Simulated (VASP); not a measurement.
Input of a VASP 6.6.1 run:

Contents of INCAR:

```
  ALGO = Normal
  EDIFF = 1E-7
  EDIFFG = -0.01
  ENCUT = 500
  GGA = CA
  GGA_COMPAT = False
  IBRION = 2
  ISIF = 3
  ISMEAR = -1
  LASPH = True
  LCHARG = False
  LREAL = False
  LWAVE = False
  NELM = 120
  NELMIN = 4
  NSW = 80
  PREC = Accurate
  SIGMA = 0.1
```

File KPOINTS:

```
k-points
0
Gamma
  16 16 16
```

File POSCAR:

```
As
1.0
    0.0000000000      2.2100000000      2.2100000000
    2.2100000000      0.0000000000      2.2100000000
    2.2100000000      2.2100000000      0.0000000000
As
1
Direct
    0.0000000000      0.0000000000      0.0000000000
```

Potentials or basis: VASP PAW LDA potentials, release 64 (As).

The run is started by

```bash
$ cat potpaw_LDA.64/As/POTCAR > POTCAR
$ mpirun -np 1 vasp_std > vasp.out
```

Problem. What does it give for the band gap on the k mesh?

Solution. Zero (an odd number of electrons rules out a gap without spin polarisation).

Problem. Predict the relaxed cell.

Solution. a = 2.952 Å, b = 2.952 Å, c = 2.952 Å, α = 60.00°, β = 60.00°, γ = 60.00°.

Problem. Estimate the relaxed volume.

Solution. 18.19 Å³/atom.

Problem. What does it give for the space group after relaxing (to 0.1 Å)?

Solution. Fm-3m (No. 225).

Final structure:
```
CELL_PARAMETERS angstrom
0.00000 2.08734 2.08734
2.08734 0.00000 2.08734
2.08734 2.08734 0.00000
ATOMIC_POSITIONS crystal
As 0.00000 0.00000 0.00000
```

Caveat: the volume moved by over 15 % at a fixed basis, so the end points are rough.
